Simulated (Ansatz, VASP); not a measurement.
# Two plane-wave programs on Re

```
CELL_PARAMETERS angstrom
0.00000 1.94426 1.94426
1.94426 0.00000 1.94426
1.94426 1.94426 0.00000
ATOMIC_POSITIONS crystal
Re 0.00000 0.00000 0.00000
```

Alike in both runs: task single point; functional PBE; k mesh 4 × 4 × 4; occupations fermi-dirac, width 0.15 eV; non-collinear spin, spin-orbit coupling.

|  | VASP | Ansatz |
| --- | --- | --- |
| version | VASP 6.6.1 | Ansatz 0.2.0 development build |
| potentials or method | VASP PAW PBE potentials, release 64 (Re) | plane waves, PAW datasets (hand-made set) |
| plane-wave cutoff (eV) | 600 | 560 |
| valence electrons in the cell | 7 | 29 |

|  | VASP | Ansatz | Ansatz less VASP |
| --- | --- | --- | --- |
| net moment per atom (μB) | 0.00 | 0.00 | 0.000 |

VASP's potentials hold 7 valence electrons a cell and Ansatz's 29, so a difference there can come from the potentials and not from the codes. Ansatz's warnings: stress scf threshold loose.

The k mesh is coarse, so the values compare programs but aren't converged.
